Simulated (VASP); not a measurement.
Crystal: NaCl.

```
Cl Na
1.0
     0.00000    2.79406    2.79406
     2.79406    0.00000    2.79406
     2.79406    2.79406    0.00000
Cl Na
1 1
Direct
  0.50000 0.50000 0.50000
  0.00000 0.00000 0.00000
```

| Item | Value |
| --- | --- |
| Program | VASP 6.6.1 |
| Task | relaxation of cell and atoms |
| Functional | BLYP |
| Dispersion | D3(BJ) |
| Potentials or basis | VASP PAW PBE potentials, release 64 (Cl, Na_pv) |
| Cutoff | 600 eV |
| k mesh | 8 × 8 × 8 |
| Occupations | fermi-dirac, width 0.05 eV |
| Spin | no spin polarisation |

At the start: pressure -1.3 GPa; volume 21.81 Å³/atom.

Q: How do energy, volume and symmetry change on relaxing?

A: Over 4 steps the energy falls by 4.2 meV/atom and the volume is 20.83 Å³/atom (-4.5 %); space group Fm-3m (No. 225, to 0.1 Å) before and after.

The path:
```
step  energy change (eV)  largest force (eV/Å)  pressure (GPa)  volume (Å³)
   1              0.0000                0.0000           -1.30        43.63
   2             -0.0067                0.0000           -0.59        42.52
   3             -0.0083                0.0000           -0.11        41.82
   4             -0.0084                0.0000            0.01        41.67
```

Final structure:
```
Cl Na
1.0
     0.00000    2.75158    2.75158
     2.75158    0.00000    2.75158
     2.75158    2.75158    0.00000
Cl Na
1 1
Direct
  0.50000 0.50000 0.50000
  0.00000 0.00000 0.00000
```

Caveat: the PAW data sets were made with another functional, which shifts forces and pressure a little.
